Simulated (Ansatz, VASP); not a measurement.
# ZrSi2 in VASP and in Ansatz

Contents of INCAR:

```
SYSTEM = ZrSi2
  PREC = Accurate
  ENCUT = 520
  EDIFF = 1E-8
  ISMEAR = -1
  SIGMA = 0.03
  LREAL = .FALSE.
  LASPH = .TRUE.
  NELM = 100
  ALGO = Normal
  ISIF = 2
  LWAVE = .FALSE.
  LCHARG = .FALSE.
  GGA = PE
  LEFG = .TRUE.
  NBANDS = 29
```

KPOINTS

```
regular mesh
0
G
  8 8 8
  0 0 0
```

File POSCAR:

```
ZrSi2
1.0
    1.8530000000     -7.3675000000      0.0000000000
    1.8530000000      7.3675000000      0.0000000000
    0.0000000000      0.0000000000      3.6720000000
Zr Si
2 4
Direct
    0.8946000000      0.1054000000      0.7500000000
    0.1054000000      0.8946000000      0.2500000000
    0.5522000000      0.4478000000      0.7500000000
    0.4478000000      0.5522000000      0.2500000000
    0.2496000000      0.7504000000      0.7500000000
    0.7504000000      0.2496000000      0.2500000000
```

Input for Ansatz:

```yaml
crystal:
  lattice:
    - [1.853, -7.3675, 0.0]
    - [1.853, 7.3675, 0.0]
    - [0.0, 0.0, 3.672]
  atoms:
    - { symbol: Zr, position: [0.8946, 0.1054, 0.75] }
    - { symbol: Zr, position: [0.1054, 0.8946, 0.25] }
    - { symbol: Si, position: [0.5522, 0.4478, 0.75] }
    - { symbol: Si, position: [0.4478, 0.5522, 0.25] }
    - { symbol: Si, position: [0.2496, 0.7504, 0.75] }
    - { symbol: Si, position: [0.7504, 0.2496, 0.25] }
kpoints:
  mp_grid: { grid: [8, 8, 8] }
  band_path:
    path:
      - [0.0, 0.0, 0.0]
      - [-0.5, 0.5, 0.0]
      - [-0.2658143213, 0.7341856787, 0.0]
      - [0.2658143213, 0.2658143213, 0.0]
      - [0.0, 0.0, 0.0]
      - [0.0, 0.0, 0.5]
      - [0.2658143213, 0.2658143213, 0.5]
      - [-0.2658143213, 0.7341856787, 0.5]
      - [-0.5, 0.5, 0.5]
    npoints: 8
scf:
  occupations: { method: fermi_dirac, width: 0.03 }
hamiltonian:
  xc: pbe
  pseudopotentials: { kind: paw }
output:
  forces: true
  stress: true
  eigenvalues: true
  efg: { contact_densities: true }
  populations: true
  bader: true
  dos: { projected: true, de: 0.2, e_range: [-14, 8] }
```

Alike in both runs: task electric field gradients; functional PBE; k mesh 8 × 8 × 8; occupations fermi-dirac, width 0.03 eV; no spin polarisation.

|  | VASP | Ansatz |
| --- | --- | --- |
| version | VASP 6.6.1 | Ansatz 0.2.0 |
| potentials or method | VASP PAW PBE potentials, release 64 (Zr_sv, Si) | PAW with Ansatz's default frozen-core files, scalar-relativistic |
| plane-wave cutoff (eV) | 520 | 420 |
| valence electrons in the cell | 40 | 40 |

|  | VASP | Ansatz | Ansatz less VASP |
| --- | --- | --- | --- |
| pressure (GPa) | 0.9 | 0.8 | -0.02 |
| traceless stress, the component that is largest in VASP (GPa) | -1.07 | -1.09 | -0.017 |
| rms of the force components (eV/Å) | 0.065 | 0.069 | +0.0037 |
| size of Vzz on the site where it differs most (V/Å²) | 13.5 | 14.2 | +0.78 |

Atom by atom the forces differ by 0.004 eV/Å (rms over components). With one functional, cell and mesh, what is left measures potentials, basis and numerics.
